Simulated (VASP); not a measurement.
Wanted: the native input for a VASP 6.6.1 run.

```
Task                   : single point
Functional             : PBEsol
Potentials or basis    : VASP PAW PBE potentials, release 64 (Ti_sv, B)
Cutoff                 : 520 eV
k mesh                 : 14 × 14 × 14
Occupations            : gaussian, width 0.1 eV
Spin                   : no spin polarisation
Dipole correction      : no
Further INCAR settings : ALGO = Normal; EDIFF = 1e-07; NBANDS = 14
```

The structure of TiB lies in POSCAR:

```
TiB
1.0
    0.0000000000      2.4776341068      2.4776341068
    2.4776341068      0.0000000000      2.4776341068
    2.4776341068      2.4776341068      0.0000000000
Ti B
1 1
Direct
    0.7500000000      0.7500000000      0.7500000000
    0.0000000000      0.0000000000      0.0000000000
```

This cell differs from its parent crystal: volume scaled by 1.03.

These files were run (other wordings do the same):

INCAR

```
PREC = Accurate ; ENCUT = 520
EDIFF = 1E-7 ; ISMEAR = 0
SIGMA = 0.1 ; LREAL = False
LASPH = True ; NELM = 80
ALGO = Normal ; ISIF = 2
LWAVE = False ; LCHARG = False
GGA = PS ; NBANDS = 14
```

KPOINTS

```
regular mesh
0
Gamma
  14 14 14
```

Potentials or basis: VASP PAW PBE potentials, release 64 (Ti_sv, B).

Run with:

```console
$ cat potpaw_PBE.64/Ti_sv/POTCAR potpaw_PBE.64/B/POTCAR > POTCAR
$ mpirun -np 1 vasp_std > vasp.out
```

Results of the run:

- Pressure: -2.9 GPa

Caveat: the PAW data sets were made with another functional, which shifts forces and pressure a little.

Wall time 21 s on 1 thread of Intel(R) Xeon(R) 6975P-C (Granite Rapids), on a shared host, peak memory 0.19 GiB.
